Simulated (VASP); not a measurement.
# Ru (P6_3/mmc) in VASP: settings compared

Ru is run at these levels: B3LYP5, PBEsol+D3(BJ), PBEsol+D4, LDA; tasks: single point.

Program: VASP 6.6.1. These are calculated values, not measurements. Logs are shortened: lines on timing, memory, paths and dates and some standing lists are left out, and cuts for length are marked.

### Step 1. The cell of the first run

Symmetry: P6_3/mmc, No. 194, hexagonal system. The conventional cell has a = 2.669 Å, b = 2.669 Å, c = 4.224 Å, α = 90.00°, β = 90.00°, γ = 120.00°. Ru (site symmetry -6m2) has 12 Ru at 2.61 to 2.67 Å within 3.4 Å.

### Step 2. Single point, B3LYP5

The input, POSCAR:

```
Ru
1.0
    2.6692306523      0.0000000000      0.0000000000
   -1.3346153261      2.3116215535      0.0000000000
    0.0000000000      0.0000000000      4.2240293924
Ru
2
Direct
    0.6666666667      0.3333333333      0.7500000000
    0.3333333333      0.6666666667      0.2500000000
```

The input, INCAR.step1:

```
PREC     = Accurate       # precision mode
ENCUT    = 520            # plane-wave cutoff, eV
EDIFF    = 1E-5           # SCF threshold, eV
ISMEAR   = -1             # smearing method
SIGMA    = 0.05           # smearing width, eV
LREAL    = F              # projectors in reciprocal space
LASPH    = T              # aspherical terms in the spheres
NELM     = 60             # most SCF steps
ALGO     = Normal         # electronic algorithm
ISIF     = 2              # what is computed and relaxed
LWAVE    = T              # write WAVECAR
LCHARG   = F              # write CHGCAR
GGA      = PE             # functional
NBANDS   = 21             # bands
```

The input, INCAR.step2:

```
PREC     = Accurate       # precision mode
ENCUT    = 520            # plane-wave cutoff, eV
EDIFF    = 1E-6           # SCF threshold, eV
ISMEAR   = -1             # smearing method
SIGMA    = 0.05           # smearing width, eV
LREAL    = F              # projectors in reciprocal space
LASPH    = T              # aspherical terms in the spheres
NELM     = 60             # most SCF steps
ALGO     = Normal         # electronic algorithm
ISIF     = 2              # what is computed and relaxed
LWAVE    = F              # write WAVECAR
LCHARG   = F              # write CHGCAR
GGA      = B5             # functional
LHFCALC  = T              # exact exchange
AEXX     = 0.2            # exact-exchange fraction
AGGAX    = 0.72         
AGGAC    = 0.81         
ALDAC    = 0.19         
PRECFOCK = Normal       
ISTART   = 1            
NBANDS   = 21             # bands
```

The input, KPOINTS:

```
regular mesh
0
Gamma
  6 6 3
```

Potentials or basis: VASP PAW PBE potentials, release 64 (Ru_pv).

Run with:

```sh
cat potpaw_PBE.64/Ru_pv/POTCAR > POTCAR
cp INCAR.step1 INCAR
mpirun -np 1 vasp_std > vasp.out
cp INCAR.step2 INCAR
mpirun -np 1 vasp_std > vasp.out
```

OUTCAR:

```text
PREC = Accurate
   ENCUT = 520
   EDIFF = 1E-6
   ISMEAR = -1
   LREAL = F
   LASPH = T
   NELM = 60
   ISIF = 2
   GGA = B5
   LHFCALC = T
   AEXX = 0.2
   PRECFOCK = Normal
   ISTART = 1

 ion  position               nearest neighbor table
   1  0.667  0.333  0.750-   2 2.61   2 2.61   2 2.61   2 2.61   2 2.61   2 2.61
   2  0.333  0.667  0.250-   1 2.61   1 2.61   1 2.61   1 2.61   1 2.61   1 2.61

  LATTYP: Found a hexagonal cell.
 ALAT       =     2.6692306523
 C/A-ratio  =     1.5824894671

  Lattice vectors:

 A1 = (   2.6692306523,   0.0000000000,   0.0000000000)
 A2 = (  -1.3346153261,   2.3116215535,   0.0000000000)
 A3 = (   0.0000000000,   0.0000000000,   4.2240293924)

Analysis of symmetry for initial positions (statically):
=====================================================================
 Subroutine PRICEL returns:
 Original cell was already a primitive cell.

 Routine SETGRP: Setting up the symmetry group for a
 hexagonal supercell.

 Subroutine GETGRP returns: Found 24 space group operations
 (whereof 12 operations were pure point group operations)
 out of a pool of 24 trial point group operations.

The static configuration has the point symmetry D_3d.
 The point group associated with its full space group is D_6h.

Analysis of symmetry for dynamics (positions and initial velocities):
=====================================================================
 Subroutine PRICEL returns:
 Original cell was already a primitive cell.

 Routine SETGRP: Setting up the symmetry group for a
 hexagonal supercell.

 Subroutine GETGRP returns: Found 24 space group operations
 (whereof 12 operations were pure point group operations)
 out of a pool of 24 trial point group operations.

The dynamic configuration has the point symmetry D_3d.
 The point group associated with its full space group is D_6h.

 Subroutine INISYM returns: Found 24 space group operations
 (whereof 12 operations are pure point group operations),
 and found     1 'primitive' translations

----------------------------------------------------------------------------------------

                                     Primitive cell

  volume of cell :      26.0633

  direct lattice vectors                    reciprocal lattice vectors
     2.669230652  0.000000000  0.000000000     0.374639786  0.216298381  0.000000000
    -1.334615326  2.311621554  0.000000000     0.000000000  0.432596762  0.000000000
     0.000000000  0.000000000  4.224029392     0.000000000  0.000000000  0.236740777

  length of vectors
     2.669230652  2.669230652  4.224029392     0.432596762  0.432596762  0.236740777

  position of ions in fractional coordinates (direct lattice)
     0.666666667  0.333333333  0.750000000
     0.333333333  0.666666667  0.250000000

  ion indices of the primitive-cell ions
   primitive index   ion index
                 1           1
                 2           2

----------------------------------------------------------------------------------------

 KPOINTS: regular mesh

Automatic generation of k-mesh.
 Grid dimensions read from file:
 generate k-points for:    6    6    3

 Generating k-lattice:

  Cartesian coordinates                     Fractional coordinates (reciprocal lattice)
     0.062439964  0.036049730  0.000000000     0.166666667  0.000000000  0.000000000
     0.000000000  0.072099460  0.000000000     0.000000000  0.166666667  0.000000000
     0.000000000  0.000000000  0.078913592     0.000000000  0.000000000  0.333333333

  Length of vectors
     0.072099460  0.072099460  0.078913592

  Shift w.r.t. Gamma in fractional coordinates (k-lattice)
     0.000000000  0.000000000  0.000000000

 Subroutine IBZKPT returns following result:
 ===========================================

 Found     14 irreducible k-points:

 Following reciprocal coordinates:
            Coordinates               Weight
  0.000000  0.000000  0.000000      1.000000
  0.166667 -0.000000  0.000000      6.000000
  0.333333 -0.000000  0.000000      6.000000
  0.500000 -0.000000  0.000000      3.000000
  0.166667  0.166667  0.000000      6.000000
  0.333333  0.166667  0.000000     12.000000
  0.333333  0.333333  0.000000      2.000000
  0.000000  0.000000  0.333333      2.000000
  0.166667 -0.000000  0.333333     12.000000
  0.333333 -0.000000  0.333333     12.000000
  0.500000 -0.000000  0.333333      6.000000
  0.166667  0.166667  0.333333     12.000000
  0.333333  0.166667  0.333333     24.000000
  0.333333  0.333333  0.333333      4.000000
   k-points           NKPTS =     14   k-points in BZ     NKDIM =    108   number of bands    NBANDS=     21
   number of dos      NEDOS =    301   number of ions     NIONS =      2
   total plane-waves  NPLWV =  12800
   dimension x,y,z NGX =    20 NGY =   20 NGZ =   32
   dimension x,y,z NGXF=    40 NGYF=   40 NGZF=   64
   ions per type =               2
   NGX,Y,Z   is equivalent  to a cutoff of  12.46, 12.46, 12.59 a.u.
   NGXF,Y,Z  is equivalent  to a cutoff of  24.91, 24.91, 25.19 a.u.
 SYSTEM =  unknown system
   PREC   = accura    normal or accurate (medium, high low for compatibility)
   ISTART =      1    job   : 0-new  1-cont  2-samecut
   ICHARG =      0    charge: 1-file 2-atom 10-const
   ISPIN  =      1    spin polarized calculation?
   LNONCOLLINEAR =      F non collinear calculations
   LSORBIT =      F    spin-orbit coupling
   LASPH  =      T    aspherical Exc in radial PAW
   ENCUT  =  520.0 eV  38.22 Ry    6.18 a.u.   4.96  4.96  7.85*2*pi/ulx,y,z
   NELM   =     60;   NELMIN=  2; NELMDL=  0     # of ELM steps
   EDIFF  = 0.1E-05   stopping-criterion for ELM
   LREAL  =      F    real-space projection
   EDIFFG = 0.1E-04   stopping-criterion for IOM
   NSW    =      0    number of steps for IOM
   IBRION =     -1    ionic relax: 0-MD 1-quasi-New 2-CG
   NFREE  =      0    steps in history (QN), initial steepest desc. (CG)
   ISIF   =      2    stress and relaxation
   ISYM   =      3    0-nonsym 1-usesym 2-fastsym
   POTIM  = 0.5000    time-step for ionic-motion
   TEBEG  =    0.0;   TEEND  =   0.0 temperature during run
   PSTRESS=    0.0 pullay stress
   NELECT =      28.0000    total number of electrons
   NUPDOWN=      -1.0000    fix difference up-down
   EMIN   =  10.00;   EMAX   =-10.00  energy-range for DOS
   EFERMI =   0.00;   METHOD = LEGACY
   ISMEAR =    -1;   SIGMA  =   0.05  broadening in eV -4-tet -1-fermi 0-gaus
   EFERMI_NEDOS =   21; number of points for ismear=-14 and -15
   IALGO  =     38    algorithm
   IMIX   =      1    mixing-type and parameters
     AMIX     =   0.40;   BMIX     =  1.00
     AMIX_MAG =   1.60;   BMIX_MAG =  1.00
  volume/ion in A,a.u.               =      13.03        87.94
  Fermi-wavevector in a.u.,A,eV,Ry     =   1.676683  3.168471 38.249587  2.811265
  Thomas-Fermi vector in A             =   2.761082
   LORBIT       =      0    0 simple, 1 ext, 2 COOP (PROOUT), +10 PAW based schemes
   GGA     = B5    functional components
   LHFCALC =     T    Hartree Fock is set to
   PRECFOCK=normal    Normal, Fast or Accurate (Low or Medium for compatibility)
   ENCUT4O =  -1.0   cutoff for four orbital integrals eV
   NKREDX  =     1    reduce k-point grid by
   NKREDY  =     1    reduce k-point grid by
   NKREDZ  =     1    reduce k-point grid by
   AEXX    =    0.2000 exact exchange contribution
   HFSCREEN=    0.0000 screening length (either q_TF or 0.3 A-1)
   HFSCREENC=   0.0000 screening length for correlation (either q_TF or 0.3 A-1)
   ENCUTFOCK=  -1.0 apply spherical cutoff to Coloumb kernel
   IVDW    =     0    specifies the selected vdW correction
   LEPSILON=     F    determine dielectric tensor
   LRPA    =     F    only Hartree local field effects (RPA)
 non-spin polarized calculation
  energy-cutoff  :      520.00
  volume of cell :       26.06
 maximum number of plane-waves:       726
 NGX is ok and might be reduce to    20
  NGX = 16; NGY = 16; NGZ = 24

 number of electron      27.9999992 magnetization

 Free energy of the ion-electron system (eV)
  ---------------------------------------------------
  ext. energy  EPLUGINS =         0.00000000
  ---------------------------------------------------
  free energy    TOTEN  =       -20.10558798 eV

  energy without entropy =      -20.10540545  energy(sigma->0) =      -20.10549672

 E-fermi :  13.7402     XC(G=0): -11.3362

 val. band max:       13.4323081363   @ k =   0.1667   0.1667   0.0000
 cond. band min:      14.0988205195   @ k =   0.5000  -0.0000   0.3333
 fundamental gap:      0.6665123832
 Fermi energy:        13.7402061337

 k-point     1 :       0.0000    0.0000    0.0000
  band No.  band energies     occupation
      1     -32.8353      2.00000
      2     -31.6275      2.00000
      3     -31.6275      2.00000
      4     -31.4089      2.00000
      5     -31.4089      2.00000
      6     -31.3558      2.00000
[... 13 lines left out ...]
     20      27.3353      0.00000
     21      27.3366      0.00000

 k-point     2 :       0.1667   -0.0000    0.0000
  band No.  band energies     occupation
      1     -32.7159      2.00000
      2     -31.8714      2.00000
      3     -31.7077      2.00000
      4     -31.6596      2.00000
      5     -31.4440      2.00000
      6     -31.4159      2.00000
[... 13 lines left out ...]
     20      27.3353      0.00000
     21      27.3367      0.00000

 k-point     3 :       0.3333   -0.0000    0.0000
  band No.  band energies     occupation
      1     -32.4281      2.00000
      2     -32.3573      2.00000
      3     -32.1298      2.00000
      4     -31.8589      2.00000
      5     -31.5858      2.00000
      6     -31.5219      2.00000
[... 13 lines left out ...]
     20      27.3357      0.00000
     21      27.3364      0.00000

 k-point     4 :       0.5000   -0.0000    0.0000
  band No.  band energies     occupation
      1     -32.5984      2.00000
      2     -32.3496      2.00000
      3     -32.2135      2.00000
      4     -31.9301      2.00000
      5     -31.7414      2.00000
      6     -31.5616      2.00000
[... 13 lines left out ...]
     20      27.3360      0.00000
     21      27.3365      0.00000

 k-point     5 :       0.1667    0.1667    0.0000
  band No.  band energies     occupation
      1     -32.5102      2.00000
      2     -32.1275      2.00000
      3     -32.1014      2.00000
      4     -31.7760      2.00000
      5     -31.5743      2.00000
      6     -31.5327      2.00000
[... 13 lines left out ...]
     20      27.3356      0.00000
     21      27.3367      0.00000
[... 142 lines left out ...]
     20      26.4964      0.00000
     21      27.3361      0.00000

 k-point    12 :       0.1667    0.1667    0.3333
  band No.  band energies     occupation
      1     -32.4836      2.00000
      2     -32.2414      2.00000
      3     -31.8890      2.00000
      4     -31.8181      2.00000
      5     -31.6427      2.00000
      6     -31.5549      2.00000
[... 13 lines left out ...]
     20      27.3363      0.00000
     21      29.6773      0.00000

 k-point    13 :       0.3333    0.1667    0.3333
  band No.  band energies     occupation
      1     -32.6124      2.00000
      2     -32.4985      2.00000
      3     -32.0473      2.00000
      4     -31.8776      2.00000
      5     -31.7563      2.00000
      6     -31.6026      2.00000
[... 13 lines left out ...]
     20      27.3362      0.00000
     21      27.3364      0.00000

 k-point    14 :       0.3333    0.3333    0.3333
  band No.  band energies     occupation
      1     -32.4681      2.00000
      2     -32.4681      2.00000
      3     -32.3068      2.00000
      4     -32.0704      2.00000
      5     -31.6717      2.00000
      6     -31.6717      2.00000
[... 13 lines left out ...]
     20      27.3363      0.00000
     21      27.3363      0.00000

------------------------ aborting loop because EDIFF is reached ----------------------------------------

  FORCE on cell =-STRESS in cart. coord.  units (eV):
  Direction    XX          YY          ZZ          XY          YZ          ZX
  --------------------------------------------------------------------------------------
  -------------------------------------------------------------------------------------
  Total        4.2084125      4.2084125      2.8514665      0.0000000     -0.0000000      0.0000000
  in kB      258.7016026    258.7016026    175.2867511      0.0000000     -0.0000000      0.0000000
  external PRESSURE =     230.8966521 kB  Pullay stress =       0.0000000 kB

 VOLUME and BASIS-vectors are now :
 -----------------------------------------------------------------------------
  energy-cutoff  :      520.00
  volume of cell :       26.06
      direct lattice vectors                 reciprocal lattice vectors
     2.669230652  0.000000000  0.000000000     0.374639786  0.216298381  0.000000000
    -1.334615326  2.311621554  0.000000000     0.000000000  0.432596762  0.000000000
     0.000000000  0.000000000  4.224029392     0.000000000  0.000000000  0.236740777

 POSITION                                       TOTAL-FORCE (eV/Angst)
 -----------------------------------------------------------------------------------
      1.33462      0.77054      3.16802         0.000000     -0.000000      0.000000
     -0.00000      1.54108      1.05601        -0.000000      0.000000     -0.000000
 -----------------------------------------------------------------------------------
    total drift:                               -0.000000      0.000000     -0.000000

  FREE ENERGIE OF THE ION-ELECTRON SYSTEM (eV)
  ---------------------------------------------------
  free  energy   TOTEN  =       -20.1055879831 eV

  energy  without entropy=      -20.1054054503  energy(sigma->0) =      -20.10549672
```

Run time: 24 min. Hardware: 1 thread of Intel Xeon Platinum 8259CL at 2.50GHz (Skylake/Cascade Lake), shared host; peak memory 0.16 GiB.

What came out:

```yaml
Free_energy: -20.1056 eV
Pressure: 23.1 GPa
Band_gap_on_the_k_mesh: zero (band 14 reaches 16.03 eV, above the bottom of band 15 at 11.58 eV)
```

Levels at points of the mesh, in eV from the Fermi level:
| k point | band 12 | band 13 | band 14 | band 15 | band 16 | band 17 |
| --- | --- | --- | --- | --- | --- | --- |
| (0.00, 0.00, 0.00) | -2.75 | -2.75 | -2.16 | -2.16 | 1.73 | 1.73 |
| (0.50, 0.00, 0.00) | -2.14 | -2.11 | 2.10 | 2.59 | 2.59 | 5.25 |

Caveat: the k points lie up to 0.50 Å⁻¹ apart; the PAW data sets were made with another functional, which shifts forces and pressure a little.

### Step 3. Single point, PBEsol+D3(BJ)

The input, INCAR:

```
ALGO = Normal
EDIFF = 1E-6
ENCUT = 520
GGA = PS
ISIF = 2
ISMEAR = -1
IVDW = 12
LASPH = True
LCHARG = True
LELF = True
LREAL = False
LVHAR = True
LWAVE = False
NBANDS = 21
NELM = 100
PREC = Accurate
SIGMA = 0.05
```

The input, KPOINTS:

```
k-points
0
Gamma
  11 11 6
```

The input, POSCAR:

```
Ru
1.0
    2.6695209323      0.0000000000      0.0000000000
   -1.3347604661      2.3118729433      0.0000000000
    0.0000000000      0.0000000000      4.2274969813
Ru
2
Direct
    0.6666666667      0.3333333333      0.7500000000
    0.3333333333      0.6666666667      0.2500000000
```

Potentials or basis: VASP PAW PBE potentials, release 64 (Ru_pv).

Run with:

```sh
cat potpaw_PBE.64/Ru_pv/POTCAR > POTCAR
mpirun -np 1 vasp_std > vasp.out
```

Run time: 13 s. Hardware: 1 thread of Intel Xeon 6975P-C (Granite Rapids), shared host; peak memory 0.16 GiB.

It converged, with:

| Quantity | Value |
| --- | --- |
| Free energy | -21.5620 eV |
| Pressure | 0.0 GPa |
| Band gap on the k mesh | zero (band 14 reaches 15.05 eV, above the bottom of band 15 at 11.78 eV) |
| Dispersion energy per atom | -0.619 eV |

Levels at points of the mesh, in eV from the Fermi level:
```
           k point  band 10  band 11  band 12  band 13  band 14  band 15  band 16  band 17  band 18  band 19
(0.00, 0.00, 0.00)    -2.70    -2.51    -1.97    -1.97    -1.40    -1.40     1.34     1.34     1.35    10.28
(0.00, 0.00, 0.50)    -2.87    -2.87    -2.87    -2.80    -2.80     0.67     0.67     0.67     0.67    10.31
```

Caveat: the PAW data sets were made with another functional, which shifts forces and pressure a little; pairwise dispersion overbinds metals, which lowers pressure and volume.

(Part 1 of 2 ends here.)
